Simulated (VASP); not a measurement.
# Ru (P6_3/mmc) in VASP: further runs

Ru is run at these levels: r2SCAN; tasks: single point.

Everything below comes from runs of VASP 6.6.1. Logs are shortened: lines on timing, memory, paths and dates and some standing lists are left out, and cuts for length are marked.

## (1) The cell of the first run

Symmetry: P6_3/mmc, No. 194, hexagonal system. The conventional cell has a = 2.706 Å, b = 2.706 Å, c = 4.258 Å, α = 90.00°, β = 90.00°, γ = 120.00°. Within 3.5 Å of Ru (site symmetry -6m2) lie 12 Ru at 2.64 to 2.71 Å.

## (2) Single point, r2SCAN

Input file POSCAR:

```
Ru
1.0
    2.7059477279      0.0000000000      0.0000000000
   -1.3529738639      2.3434194737      0.0000000000
    0.0000000000      0.0000000000      4.2579056513
Ru
2
Direct
    0.3333333333      0.6666666667      0.2500000000
    0.6666666667      0.3333333333      0.7500000000
```

Input file INCAR.step1:

```
PREC = Accurate ; ENCUT = 520
ISMEAR = 0 ; SIGMA = 0.1
LREAL = False ; LASPH = True
NELM = 80 ; NBANDS = 21
GGA = PE ; ALGO = Normal
EDIFF = 1E-4 ; LWAVE = True
LCHARG = False
```

Input file INCAR.step2:

```
PREC = Accurate ; ENCUT = 520
EDIFF = 1E-6 ; ISMEAR = 0
SIGMA = 0.1 ; LREAL = False
LASPH = True ; NELM = 80
ALGO = Normal ; ISIF = 2
LWAVE = False ; LCHARG = False
METAGGA = R2SCAN ; LMIXTAU = True
NBANDS = 21 ; ISTART = 1
```

Input file KPOINTS:

```
Automatic mesh
0
Gamma
  13 13 8
```

Potentials or basis: VASP PAW PBE potentials, release 64 (Ru_pv).

The run is started by

```
$ cat potpaw_PBE.64/Ru_pv/POTCAR > POTCAR
$ cp INCAR.step1 INCAR
$ mpirun -np 1 vasp_std > vasp.out
$ cp INCAR.step2 INCAR
$ mpirun -np 1 vasp_std > vasp.out
```

OUTCAR:

```text
PREC = Accurate
   ENCUT = 520
   EDIFF = 1E-6
   ISMEAR = 0
   LREAL = False
   LASPH = True
   NELM = 80
   ISIF = 2
   METAGGA = R2SCAN
   ISTART = 1

 ion  position               nearest neighbor table
   1  0.333  0.667  0.250-   2 2.64   2 2.64   2 2.64   2 2.64   2 2.64   2 2.64
   2  0.667  0.333  0.750-   1 2.64   1 2.64   1 2.64   1 2.64   1 2.64   1 2.64

  LATTYP: Found a hexagonal cell.
 ALAT       =     2.7059477279
 C/A-ratio  =     1.5735358105

  Lattice vectors:

 A1 = (   2.7059477279,   0.0000000000,   0.0000000000)
 A2 = (  -1.3529738639,   2.3434194737,   0.0000000000)
 A3 = (   0.0000000000,   0.0000000000,   4.2579056513)

Analysis of symmetry for initial positions (statically):
=====================================================================
 Subroutine PRICEL returns:
 Original cell was already a primitive cell.

 Routine SETGRP: Setting up the symmetry group for a
 hexagonal supercell.

 Subroutine GETGRP returns: Found 24 space group operations
 (whereof 12 operations were pure point group operations)
 out of a pool of 24 trial point group operations.

The static configuration has the point symmetry D_3d.
 The point group associated with its full space group is D_6h.

Analysis of symmetry for dynamics (positions and initial velocities):
=====================================================================
 Subroutine PRICEL returns:
 Original cell was already a primitive cell.

 Routine SETGRP: Setting up the symmetry group for a
 hexagonal supercell.

 Subroutine GETGRP returns: Found 24 space group operations
 (whereof 12 operations were pure point group operations)
 out of a pool of 24 trial point group operations.

The dynamic configuration has the point symmetry D_3d.
 The point group associated with its full space group is D_6h.

 Subroutine INISYM returns: Found 24 space group operations
 (whereof 12 operations are pure point group operations),
 and found     1 'primitive' translations

----------------------------------------------------------------------------------------

                                     Primitive cell

  volume of cell :      27.0001

  direct lattice vectors                    reciprocal lattice vectors
     2.705947728  0.000000000  0.000000000     0.369556289  0.213363423  0.000000000
    -1.352973864  2.343419474  0.000000000     0.000000000  0.426726846  0.000000000
     0.000000000  0.000000000  4.257905651     0.000000000  0.000000000  0.234857247

  length of vectors
     2.705947728  2.705947728  4.257905651     0.426726846  0.426726846  0.234857247

  position of ions in fractional coordinates (direct lattice)
     0.333333333  0.666666667  0.250000000
     0.666666667  0.333333333  0.750000000

  ion indices of the primitive-cell ions
   primitive index   ion index
                 1           1
                 2           2

----------------------------------------------------------------------------------------

 KPOINTS: Automatic mesh

Automatic generation of k-mesh.
 Grid dimensions read from file:
 generate k-points for:   13   13    8

 Generating k-lattice:

  Cartesian coordinates                     Fractional coordinates (reciprocal lattice)
     0.028427407  0.016412571  0.000000000     0.076923077  0.000000000  0.000000000
     0.000000000  0.032825142  0.000000000     0.000000000  0.076923077  0.000000000
     0.000000000  0.000000000  0.029357156     0.000000000  0.000000000  0.125000000

  Length of vectors
     0.032825142  0.032825142  0.029357156

  Shift w.r.t. Gamma in fractional coordinates (k-lattice)
     0.000000000  0.000000000  0.000000000

 Subroutine IBZKPT returns following result:
 ===========================================

 Found    105 irreducible k-points:

 Following reciprocal coordinates:
            Coordinates               Weight
  0.000000  0.000000  0.000000      1.000000
  0.076923  0.000000  0.000000      6.000000
  0.153846  0.000000  0.000000      6.000000
  0.230769 -0.000000  0.000000      6.000000
  0.307692  0.000000  0.000000      6.000000
  0.384615  0.000000  0.000000      6.000000
[... 16 lines left out ...]
  0.076923  0.000000  0.125000     12.000000
  0.153846  0.000000  0.125000     12.000000
 [... further k-points ...]
   k-points           NKPTS =    105   k-points in BZ     NKDIM =    105   number of bands    NBANDS=     21
   number of dos      NEDOS =    301   number of ions     NIONS =      2
   total plane-waves  NPLWV =  12800
   dimension x,y,z NGX =    20 NGY =   20 NGZ =   32
   dimension x,y,z NGXF=    40 NGYF=   40 NGZF=   64
   ions per type =               2
   NGX,Y,Z   is equivalent  to a cutoff of  12.29, 12.29, 12.49 a.u.
   NGXF,Y,Z  is equivalent  to a cutoff of  24.57, 24.57, 24.99 a.u.
 SYSTEM =  unknown system
   PREC   = accura    normal or accurate (medium, high low for compatibility)
   ISTART =      1    job   : 0-new  1-cont  2-samecut
   ICHARG =      0    charge: 1-file 2-atom 10-const
   ISPIN  =      1    spin polarized calculation?
   LNONCOLLINEAR =      F non collinear calculations
   LSORBIT =      F    spin-orbit coupling
   LASPH  =      T    aspherical Exc in radial PAW
   ENCUT  =  520.0 eV  38.22 Ry    6.18 a.u.   5.03  5.03  7.92*2*pi/ulx,y,z
   NELM   =     80;   NELMIN=  2; NELMDL=  0     # of ELM steps
   EDIFF  = 0.1E-05   stopping-criterion for ELM
   LREAL  =      F    real-space projection
   EDIFFG = 0.1E-04   stopping-criterion for IOM
   NSW    =      0    number of steps for IOM
   IBRION =     -1    ionic relax: 0-MD 1-quasi-New 2-CG
   NFREE  =      0    steps in history (QN), initial steepest desc. (CG)
   ISIF   =      2    stress and relaxation
   ISYM   =      2    0-nonsym 1-usesym 2-fastsym
   POTIM  = 0.5000    time-step for ionic-motion
   TEBEG  =    0.0;   TEEND  =   0.0 temperature during run
   PSTRESS=    0.0 pullay stress
   NELECT =      28.0000    total number of electrons
   NUPDOWN=      -1.0000    fix difference up-down
   EMIN   =  10.00;   EMAX   =-10.00  energy-range for DOS
   EFERMI =   0.00;   METHOD = LEGACY
   ISMEAR =     0;   SIGMA  =   0.10  broadening in eV -4-tet -1-fermi 0-gaus
   EFERMI_NEDOS =   21; number of points for ismear=-14 and -15
   IALGO  =     38    algorithm
   IMIX   =      4    mixing-type and parameters
     AMIX     =   0.40;   BMIX     =  1.00
     AMIX_MAG =   1.60;   BMIX_MAG =  1.00
  volume/ion in A,a.u.               =      13.50        91.10
  Fermi-wavevector in a.u.,A,eV,Ry     =   1.657063  3.131395 37.359663  2.745858
  Thomas-Fermi vector in A             =   2.744880
   LORBIT       =      0    0 simple, 1 ext, 2 COOP (PROOUT), +10 PAW based schemes
   METAGGA = R2SCAN    functional components
   LHFCALC =     F    Hartree Fock is set to
   AEXX    =    0.0000 exact exchange contribution
   IVDW    =     0    specifies the selected vdW correction
   LEPSILON=     F    determine dielectric tensor
   LRPA    =     F    only Hartree local field effects (RPA)
 non-spin polarized calculation
 Gauss-broadening in eV      SIGMA  =   0.10
  energy-cutoff  :      520.00
  volume of cell :       27.00
 maximum number of plane-waves:       743
 NGX is ok and might be reduce to    20
   NGX =  9   NGY =  9   NGZ = 15

 number of electron      28.0000003 magnetization

 Free energy of the ion-electron system (eV)
  ---------------------------------------------------
  ext. energy  EPLUGINS =         0.00000000
  ---------------------------------------------------
  free energy    TOTEN  =       -50.85885249 eV

  energy without entropy =      -50.85190077  energy(sigma->0) =      -50.85537663

 E-fermi :  12.8834     XC(G=0): -15.4486

 val. band max:       12.8785138344   @ k =   0.2308   0.0769   0.2500
 cond. band min:      12.9143047683   @ k =   0.3077   0.1538   0.2500
 fundamental gap:      0.0357909338
 Fermi energy:        12.8834356884

 k-point     1 :       0.0000    0.0000    0.0000
  band No.  band energies     occupation
      1     -32.2871      2.00000
      2     -31.2633      2.00000
      3     -31.2633      2.00000
      4     -31.0717      2.00000
      5     -31.0717      2.00000
      6     -31.0160      2.00000
[... 13 lines left out ...]
     20      21.2351      0.00000
     21      23.8163      0.00000

 k-point     2 :       0.0769    0.0000    0.0000
  band No.  band energies     occupation
      1     -32.2649      2.00000
      2     -31.3096      2.00000
      3     -31.2791      2.00000
      4     -31.1201      2.00000
      5     -31.0778      2.00000
      6     -31.0266      2.00000
[... 13 lines left out ...]
     20      21.2351      0.00000
     21      23.7805      0.00000

 k-point     3 :       0.1538    0.0000    0.0000
  band No.  band energies     occupation
      1     -32.2008      2.00000
      2     -31.4378      2.00000
      3     -31.3214      2.00000
      4     -31.2519      2.00000
      5     -31.0958      2.00000
      6     -31.0584      2.00000
[... 13 lines left out ...]
     20      21.2351      0.00000
     21      23.6650      0.00000

 k-point     4 :       0.2308   -0.0000    0.0000
  band No.  band energies     occupation
      1     -32.1023      2.00000
      2     -31.6188      2.00000
      3     -31.4317      2.00000
      4     -31.3788      2.00000
      5     -31.1231      2.00000
      6     -31.1112      2.00000
[... 13 lines left out ...]
     20      21.2351      0.00000
     21      23.4879      0.00000

 k-point     5 :       0.3077    0.0000    0.0000
  band No.  band energies     occupation
      1     -31.9820      2.00000
      2     -31.8108      2.00000
      3     -31.6157      2.00000
      4     -31.4376      2.00000
      5     -31.1828      2.00000
      6     -31.1538      2.00000
[... 13 lines left out ...]
     20      22.1591      0.00000
     21      23.2841      0.00000
[... 382 lines left out ...]
     20      21.2357      0.00000
     21      21.2369      0.00000

 k-point    22 :       0.0000    0.0000    0.1250
  band No.  band energies     occupation
      1     -32.2413      2.00000
      2     -31.2561      2.00000
      3     -31.2561      2.00000
      4     -31.0790      2.00000
      5     -31.0790      2.00000
      6     -31.0673      2.00000
[... 13 lines left out ...]
     20      21.2351      0.00000
     21      24.6080      0.00000

 k-point    23 :       0.0769    0.0000    0.1250
  band No.  band energies     occupation
      1     -32.2215      2.00000
      2     -31.3012      2.00000
      3     -31.2715      2.00000
      4     -31.1460      2.00000
      5     -31.0855      2.00000
      6     -31.0577      2.00000
[... 13 lines left out ...]
     20      21.2351      0.00000
     21      24.5955      0.00000

 k-point    24 :       0.1538    0.0000    0.1250
  band No.  band energies     occupation
      1     -32.1651      2.00000
      2     -31.4255      2.00000
      3     -31.3130      2.00000
      4     -31.2843      2.00000
      5     -31.1045      2.00000
      6     -31.0778      2.00000
[... 13 lines left out ...]
     20      21.2351      0.00000
     21      24.5666      0.00000

 [... further k-points ...]
[... 5 lines left out ...]
  --------------------------------------------------------------------------------------
  -------------------------------------------------------------------------------------
  Total        0.2411074      0.2411074      0.1920503      0.0000000      0.0000000     -0.0000000
  in kB       14.3072322     14.3072322     11.3962017      0.0000000      0.0000000     -0.0000000
  external PRESSURE =      13.3368887 kB  Pullay stress =       0.0000000 kB

 VOLUME and BASIS-vectors are now :
 -----------------------------------------------------------------------------
  energy-cutoff  :      520.00
  volume of cell :       27.00
      direct lattice vectors                 reciprocal lattice vectors
     2.705947728  0.000000000  0.000000000     0.369556289  0.213363423  0.000000000
    -1.352973864  2.343419474  0.000000000     0.000000000  0.426726846  0.000000000
     0.000000000  0.000000000  4.257905651     0.000000000  0.000000000  0.234857247

 POSITION                                       TOTAL-FORCE (eV/Angst)
 -----------------------------------------------------------------------------------
     -0.00000      1.56228      1.06448         0.000000      0.000000      0.000000
      1.35297      0.78114      3.19343        -0.000000     -0.000000      0.000000
 -----------------------------------------------------------------------------------
    total drift:                               -0.000000      0.000000     -0.000000

  FREE ENERGIE OF THE ION-ELECTRON SYSTEM (eV)
  ---------------------------------------------------
  free  energy   TOTEN  =       -50.8588524915 eV

  energy  without entropy=      -50.8519007719  energy(sigma->0) =      -50.85537663
```

Wall time 2.4 min (1 thread of Intel Xeon Platinum 8559C (Emerald Rapids), shared host); peak memory 0.17 GiB.

What came out:

```yaml
Free_energy: -50.8589 eV
Pressure: 1.3 GPa
Band_gap_on_the_k_mesh: zero (bands 14 and 15 overlap by 3.25 eV)
```

Caveat: the PAW data sets were made with another functional, which shifts forces and pressure a little.

(Continued in part 2 of 3.)

The gap in the log of VASP goes by the Fermi energy; the results here count the filled bands.